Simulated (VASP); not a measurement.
# AgWCl3 (Pm-3m) in VASP: single point with r2SCAN

Aim: the single point of AgWCl3 with r2SCAN.

All numbers are computed with VASP 6.6.1; they aren't measurements. Logs are shortened: lines on timing, memory, paths and dates and some standing lists are left out, and cuts for length are marked.

## (1) The cell of the first run

It takes space group Pm-3m (No. 221, cubic). The conventional cell has a = 4.753 Å, b = 4.753 Å, c = 4.753 Å, α = 90.00°, β = 90.00°, γ = 90.00°. Within 4.4 Å of Ag (site symmetry m-3m) lie 12 Cl at 3.36 Å and 8 W at 4.12 Å. W (site symmetry m-3m) has 6 Cl at 2.38 Å within 3.1 Å. Within 3.1 Å of Cl (site symmetry 4/mmm) lie 2 W at 2.38 Å.

## (2) Single point, r2SCAN

Input file POSCAR:

```
AgWCl3
1.0
    4.7527385517      0.0000000000      0.0000000000
    0.0000000000      4.7527385517      0.0000000000
    0.0000000000      0.0000000000      4.7527385517
Ag W Cl
1 1 3
Direct
    0.0000000000      0.0000000000      0.0000000000
    0.5000000000      0.5000000000      0.5000000000
    0.0000000000      0.5000000000      0.5000000000
    0.5000000000      0.0000000000      0.5000000000
    0.5000000000      0.5000000000      0.0000000000
```

Input file INCAR.step1:

```
ALGO     = Normal         # electronic algorithm
EDIFF    = 1E-4           # SCF threshold, eV
ENCUT    = 520            # plane-wave cutoff, eV
GGA      = PE             # functional
ISMEAR   = 0              # smearing method
LASPH    = T              # aspherical terms in the spheres
LCHARG   = F              # write CHGCAR
LREAL    = F              # projectors in reciprocal space
LWAVE    = T              # write WAVECAR
NBANDS   = 31             # bands
NELM     = 80             # most SCF steps
PREC     = Accurate       # precision mode
SIGMA    = 0.1            # smearing width, eV
```

Input file INCAR.step2:

```
ALGO     = Normal         # electronic algorithm
EDIFF    = 1E-7           # SCF threshold, eV
ENCUT    = 520            # plane-wave cutoff, eV
ISIF     = 2              # what is computed and relaxed
ISMEAR   = 0              # smearing method
ISTART   = 1            
LASPH    = T              # aspherical terms in the spheres
LCHARG   = F              # write CHGCAR
LMIXTAU  = T            
LREAL    = F              # projectors in reciprocal space
LWAVE    = F              # write WAVECAR
METAGGA  = R2SCAN         # meta-GGA
NBANDS   = 31             # bands
NELM     = 80             # most SCF steps
PREC     = Accurate       # precision mode
SIGMA    = 0.1            # smearing width, eV
```

Input file KPOINTS:

```
k-points
0
Gamma
  4 4 4
```

Potentials or basis: VASP PAW PBE potentials, release 64 (Ag, W_sv, Cl).

Started as:

```
$ cat potpaw_PBE.64/Ag/POTCAR potpaw_PBE.64/W_sv/POTCAR potpaw_PBE.64/Cl/POTCAR > POTCAR
$ cp INCAR.step1 INCAR
$ mpirun -np 1 vasp_std > vasp.out
$ cp INCAR.step2 INCAR
$ mpirun -np 1 vasp_std > vasp.out
```

OUTCAR:

```text
EDIFF = 1E-7
   ENCUT = 520
   ISIF = 2
   ISMEAR = 0
   ISTART = 1
   LASPH = T
   LREAL = F
   METAGGA = R2SCAN
   NELM = 80
   PREC = Accurate

 ion  position               nearest neighbor table
   1  0.000  0.000  0.000-
   2  0.500  0.500  0.500-   3 2.38   4 2.38   5 2.38   5 2.38   4 2.38   3 2.38
   3  0.000  0.500  0.500-   2 2.38   2 2.38
   4  0.500  0.000  0.500-   2 2.38   2 2.38
   5  0.500  0.500  0.000-   2 2.38   2 2.38

  LATTYP: Found a simple cubic cell.
 ALAT       =     4.7527385517

  Lattice vectors:

 A1 = (   4.7527385517,   0.0000000000,   0.0000000000)
 A2 = (   0.0000000000,   4.7527385517,   0.0000000000)
 A3 = (   0.0000000000,   0.0000000000,   4.7527385517)

Analysis of symmetry for initial positions (statically):
=====================================================================
 Subroutine PRICEL returns:
 Original cell was already a primitive cell.

 Routine SETGRP: Setting up the symmetry group for a
 simple cubic supercell.

 Subroutine GETGRP returns: Found 48 space group operations
[... 9 lines left out ...]

 Routine SETGRP: Setting up the symmetry group for a
 simple cubic supercell.

 Subroutine GETGRP returns: Found 48 space group operations
[... 11 lines left out ...]
                                     Primitive cell

  volume of cell :     107.3573

  direct lattice vectors                    reciprocal lattice vectors
     4.752738552  0.000000000  0.000000000     0.210405009  0.000000000  0.000000000
     0.000000000  4.752738552  0.000000000     0.000000000  0.210405009  0.000000000
     0.000000000  0.000000000  4.752738552     0.000000000  0.000000000  0.210405009

  length of vectors
     4.752738552  4.752738552  4.752738552     0.210405009  0.210405009  0.210405009

  position of ions in fractional coordinates (direct lattice)
     0.000000000  0.000000000  0.000000000
     0.500000000  0.500000000  0.500000000
     0.000000000  0.500000000  0.500000000
     0.500000000  0.000000000  0.500000000
     0.500000000  0.500000000  0.000000000

  ion indices of the primitive-cell ions
   primitive index   ion index
                 1           1
                 2           2
                 3           3
                 4           4
                 5           5

----------------------------------------------------------------------------------------

 KPOINTS: k-points

Automatic generation of k-mesh.
 Grid dimensions read from file:
 generate k-points for:    4    4    4

 Generating k-lattice:

  Cartesian coordinates                     Fractional coordinates (reciprocal lattice)
     0.052601252  0.000000000  0.000000000     0.250000000  0.000000000  0.000000000
     0.000000000  0.052601252  0.000000000     0.000000000  0.250000000  0.000000000
     0.000000000  0.000000000  0.052601252     0.000000000  0.000000000  0.250000000

  Length of vectors
     0.052601252  0.052601252  0.052601252

  Shift w.r.t. Gamma in fractional coordinates (k-lattice)
     0.000000000  0.000000000  0.000000000

 Subroutine IBZKPT returns following result:
 ===========================================

 Found     10 irreducible k-points:

 Following reciprocal coordinates:
            Coordinates               Weight
  0.000000  0.000000  0.000000      1.000000
  0.250000  0.000000  0.000000      6.000000
  0.500000  0.000000  0.000000      3.000000
  0.250000  0.250000  0.000000     12.000000
  0.500000  0.250000  0.000000     12.000000
  0.500000  0.500000  0.000000      3.000000
  0.250000  0.250000  0.250000      8.000000
  0.500000  0.250000  0.250000     12.000000
  0.500000  0.500000  0.250000      6.000000
  0.500000  0.500000  0.500000      1.000000
   k-points           NKPTS =     10   k-points in BZ     NKDIM =     10   number of bands    NBANDS=     31
   number of dos      NEDOS =    301   number of ions     NIONS =      5
   total plane-waves  NPLWV =  46656
   dimension x,y,z NGX =    36 NGY =   36 NGZ =   36
   dimension x,y,z NGXF=    72 NGYF=   72 NGZF=   72
   ions per type =               1   1   3
   NGX,Y,Z   is equivalent  to a cutoff of  12.59, 12.59, 12.59 a.u.
   NGXF,Y,Z  is equivalent  to a cutoff of  25.18, 25.18, 25.18 a.u.
 SYSTEM =  unknown system
   PREC   = accura    normal or accurate (medium, high low for compatibility)
   ISTART =      1    job   : 0-new  1-cont  2-samecut
   ICHARG =      0    charge: 1-file 2-atom 10-const
   ISPIN  =      1    spin polarized calculation?
   LNONCOLLINEAR =      F non collinear calculations
   LSORBIT =      F    spin-orbit coupling
   LASPH  =      T    aspherical Exc in radial PAW
   ENCUT  =  520.0 eV  38.22 Ry    6.18 a.u.   8.84  8.84  8.84*2*pi/ulx,y,z
   NELM   =     80;   NELMIN=  2; NELMDL=  0     # of ELM steps
   EDIFF  = 0.1E-06   stopping-criterion for ELM
   LREAL  =      F    real-space projection
   EDIFFG = 0.1E-05   stopping-criterion for IOM
   NSW    =      0    number of steps for IOM
   IBRION =     -1    ionic relax: 0-MD 1-quasi-New 2-CG
   NFREE  =      0    steps in history (QN), initial steepest desc. (CG)
   ISIF   =      2    stress and relaxation
   ISYM   =      2    0-nonsym 1-usesym 2-fastsym
   POTIM  = 0.5000    time-step for ionic-motion
   TEBEG  =    0.0;   TEEND  =   0.0 temperature during run
   PSTRESS=    0.0 pullay stress
   NELECT =      46.0000    total number of electrons
   NUPDOWN=      -1.0000    fix difference up-down
   EMIN   =  10.00;   EMAX   =-10.00  energy-range for DOS
   EFERMI =   0.00;   METHOD = LEGACY
   ISMEAR =     0;   SIGMA  =   0.10  broadening in eV -4-tet -1-fermi 0-gaus
   EFERMI_NEDOS =   21; number of points for ismear=-14 and -15
   IALGO  =     38    algorithm
   IMIX   =      4    mixing-type and parameters
     AMIX     =   0.40;   BMIX     =  1.00
     AMIX_MAG =   1.60;   BMIX_MAG =  1.00
  volume/ion in A,a.u.               =      21.47       144.90
  Fermi-wavevector in a.u.,A,eV,Ry     =   1.234194  2.332289 20.724876  1.523235
  Thomas-Fermi vector in A             =   2.368894
   LORBIT       =      0    0 simple, 1 ext, 2 COOP (PROOUT), +10 PAW based schemes
   METAGGA = R2SCAN    functional components
   LHFCALC =     F    Hartree Fock is set to
   AEXX    =    0.0000 exact exchange contribution
   IVDW    =     0    specifies the selected vdW correction
   LEPSILON=     F    determine dielectric tensor
   LRPA    =     F    only Hartree local field effects (RPA)
 non-spin polarized calculation
 Gauss-broadening in eV      SIGMA  =   0.10
  energy-cutoff  :      520.00
  volume of cell :      107.36
 maximum number of plane-waves:      2945
 NGX is ok and might be reduce to    36
   NGX = 17   NGY = 17   NGZ = 17

 number of electron      45.9999991 magnetization

 Free energy of the ion-electron system (eV)
  ---------------------------------------------------
  ext. energy  EPLUGINS =         0.00000000
  ---------------------------------------------------
  free energy    TOTEN  =       -90.51785850 eV

  energy without entropy =      -90.48910909  energy(sigma->0) =      -90.50348379

 E-fermi :   5.8774     XC(G=0): -10.4999

 val. band max:        5.8502092369   @ k =   0.5000   0.5000   0.2500
 cond. band min:       5.9087610417   @ k =   0.5000   0.2500   0.2500
 fundamental gap:      0.0585518048
 Fermi energy:         5.8774347945

 k-point     1 :       0.0000    0.0000    0.0000
  band No.  band energies     occupation
      1     -71.0627      2.00000
      2     -34.7238      2.00000
      3     -34.7238      2.00000
      4     -34.7238      2.00000
      5     -13.3456      2.00000
      6     -12.3833      2.00000
[... 23 lines left out ...]
     30      11.6996      0.00000
     31      13.2584      0.00000

 k-point     2 :       0.2500    0.0000    0.0000
  band No.  band energies     occupation
      1     -71.0627      2.00000
      2     -34.7287      2.00000
      3     -34.7237      2.00000
      4     -34.7237      2.00000
      5     -13.1901      2.00000
      6     -12.3769      2.00000
[... 23 lines left out ...]
     30      12.2319      0.00000
     31      12.2319      0.00000

 k-point     3 :       0.5000    0.0000    0.0000
  band No.  band energies     occupation
      1     -71.0626      2.00000
      2     -34.7335      2.00000
      3     -34.7236      2.00000
      4     -34.7236      2.00000
      5     -13.0364      2.00000
      6     -12.3704      2.00000
[... 23 lines left out ...]
     30      11.5876      0.00000
     31      13.7824      0.00000

 k-point     4 :       0.2500    0.2500    0.0000
  band No.  band energies     occupation
      1     -71.0626      2.00000
      2     -34.7286      2.00000
      3     -34.7286      2.00000
      4     -34.7236      2.00000
      5     -13.0256      2.00000
      6     -12.3468      2.00000
[... 23 lines left out ...]
     30      10.9159      0.00000
     31      11.2999      0.00000

 k-point     5 :       0.5000    0.2500    0.0000
  band No.  band energies     occupation
      1     -71.0626      2.00000
      2     -34.7334      2.00000
      3     -34.7285      2.00000
      4     -34.7235      2.00000
      5     -12.8661      2.00000
      6     -12.3305      2.00000
[... 23 lines left out ...]
     30      11.0034      0.00000
     31      13.2663      0.00000

 k-point     6 :       0.5000    0.5000    0.0000
  band No.  band energies     occupation
      1     -71.0626      2.00000
      2     -34.7333      2.00000
      3     -34.7333      2.00000
      4     -34.7234      2.00000
      5     -12.7112      2.00000
      6     -12.2568      2.00000
[... 23 lines left out ...]
     30      11.9208      0.00000
     31      12.6915      0.00000

 k-point     7 :       0.2500    0.2500    0.2500
  band No.  band energies     occupation
      1     -71.0626      2.00000
      2     -34.7285      2.00000
      3     -34.7285      2.00000
      4     -34.7285      2.00000
      5     -12.8443      2.00000
      6     -12.3150      2.00000
[... 23 lines left out ...]
     30      11.3666      0.00000
     31      11.3666      0.00000

 k-point     8 :       0.5000    0.2500    0.2500
  band No.  band energies     occupation
      1     -71.0626      2.00000
      2     -34.7333      2.00000
      3     -34.7284      2.00000
      4     -34.7284      2.00000
      5     -12.6690      2.00000
      6     -12.3076      2.00000
[... 23 lines left out ...]
     30      11.8739      0.00000
     31      13.1072      0.00000

 k-point     9 :       0.5000    0.5000    0.2500
  band No.  band energies     occupation
      1     -71.0626      2.00000
      2     -34.7332      2.00000
      3     -34.7332      2.00000
      4     -34.7283      2.00000
      5     -12.4875      2.00000
      6     -12.2486      2.00000
[... 23 lines left out ...]
     30      11.9218      0.00000
     31      12.3562      0.00000

 k-point    10 :       0.5000    0.5000    0.5000
  band No.  band energies     occupation
      1     -71.0625      2.00000
      2     -34.7331      2.00000
      3     -34.7331      2.00000
      4     -34.7331      2.00000
      5     -12.2403      2.00000
      6     -12.2403      2.00000
[... 23 lines left out ...]
     30      11.9229      0.00000
     31      12.3794      0.00000

------------------------ aborting loop because EDIFF is reached ----------------------------------------

  FORCE on cell =-STRESS in cart. coord.  units (eV):
  Direction    XX          YY          ZZ          XY          YZ          ZX
  --------------------------------------------------------------------------------------
  -------------------------------------------------------------------------------------
  Total        0.8937532      0.8937532      0.8937532      0.0000000      0.0000000     -0.0000000
  in kB       13.3381757     13.3381757     13.3381757      0.0000000      0.0000000     -0.0000000
  external PRESSURE =      13.3381757 kB  Pullay stress =       0.0000000 kB

 VOLUME and BASIS-vectors are now :
 -----------------------------------------------------------------------------
  energy-cutoff  :      520.00
  volume of cell :      107.36
      direct lattice vectors                 reciprocal lattice vectors
     4.752738552  0.000000000  0.000000000     0.210405009  0.000000000  0.000000000
     0.000000000  4.752738552  0.000000000     0.000000000  0.210405009  0.000000000
     0.000000000  0.000000000  4.752738552     0.000000000  0.000000000  0.210405009

 POSITION                                       TOTAL-FORCE (eV/Angst)
 -----------------------------------------------------------------------------------
      0.00000      0.00000      0.00000         0.000000      0.000000      0.000000
      2.37637      2.37637      2.37637         0.000000      0.000000      0.000000
      0.00000      2.37637      2.37637         0.000000      0.000000      0.000000
      2.37637      0.00000      2.37637         0.000000      0.000000      0.000000
      2.37637      2.37637      0.00000         0.000000      0.000000      0.000000
 -----------------------------------------------------------------------------------
    total drift:                                0.000000      0.000000      0.000000

  FREE ENERGIE OF THE ION-ELECTRON SYSTEM (eV)
  ---------------------------------------------------
  free  energy   TOTEN  =       -90.5178584989 eV

  energy  without entropy=      -90.4891090884  energy(sigma->0) =      -90.50348379
```

Run time: 1.9 min. Hardware: 1 thread of AMD EPYC 9R45 (Zen 5), shared host; peak memory 0.2 GiB.

Results:

```
Free energy            : -90.5179 eV
Pressure               : 1.3 GPa
Band gap on the k mesh : zero (band 23 reaches 6.79 eV, above the bottom of band 24 at 3.97 eV)
```

Levels at points of the mesh, in eV from the Fermi level:
```csv
k point,band 19,band 20,band 21,band 22,band 23,band 24,band 25,band 26
"(0.00, 0.00, 0.00)",-4.30,-4.30,-4.30,-1.91,-1.91,-1.91,-0.96,0.27
"(0.50, 0.00, 0.00)",-3.84,-3.79,-3.79,-1.93,0.05,0.05,0.27,1.03
"(0.50, 0.50, 0.00)",-3.93,-3.93,-3.73,0.08,0.08,0.46,0.75,1.49
"(0.50, 0.50, 0.50)",-4.11,-4.11,-4.11,-0.56,0.92,0.92,0.92,5.45
```

Caveat: the PAW data sets were made with another functional, which shifts forces and pressure a little; spin-orbit coupling is left out, which moves the levels of the heavy elements.
